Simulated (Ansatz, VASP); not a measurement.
## C: VASP beside Ansatz

```xyz
8
Lattice="2.3843 0.0000 0.0000 -1.1922 2.0649 0.0000 0.0000 0.0000 8.0733" Properties=species:S:1:pos:R:3 pbc="T T T"
C     0.0000    0.0000    0.7503
C     0.0000    0.0000    4.7869
C     0.0000    0.0000    3.2864
C     0.0000    0.0000    7.3230
C     0.0000    1.3766    1.2554
C     1.1922    0.6883    5.2920
C     0.0000    1.3766    2.7813
C     1.1922    0.6883    6.8179
```

Change from the starting cell: strain -0.050 along x and y, -0.025 along z, atoms carried along.

Alike in both runs: task single point; functional r2SCAN; k mesh 12 × 12 × 4; occupations gaussian, width 0.05 eV; no spin polarisation.

```csv
,VASP,Ansatz
version,VASP 6.6.1,Ansatz 0.2.0
potentials or method,"VASP PAW PBE potentials, release 64 (C), cutoff 520 eV","scalar-relativistic, plane waves, PAW"
valence electrons in the cell,32,32
```

```tsv
	VASP	Ansatz	Ansatz less VASP
gap on the k mesh at the Fermi level (eV)	5.26	5.29	+0.033
least direct gap on the mesh (eV)	5.32	5.37	+0.052
pressure (GPa)	74.9	73.2	-1.75
traceless stress, the component that is largest in VASP (GPa)	-28.96	-28.73	+0.225
rms of the force components (eV/Å)	0.185	0.175	-0.0103
```

VASP's potentials were made for PBE, not for r2SCAN. Atom by atom the forces differ by 0.010 eV/Å (rms over components). Both programs put the cell under a high pressure, so it lies far from rest at this level.

Noted on VASP's run: the cell as given lies far from equilibrium.
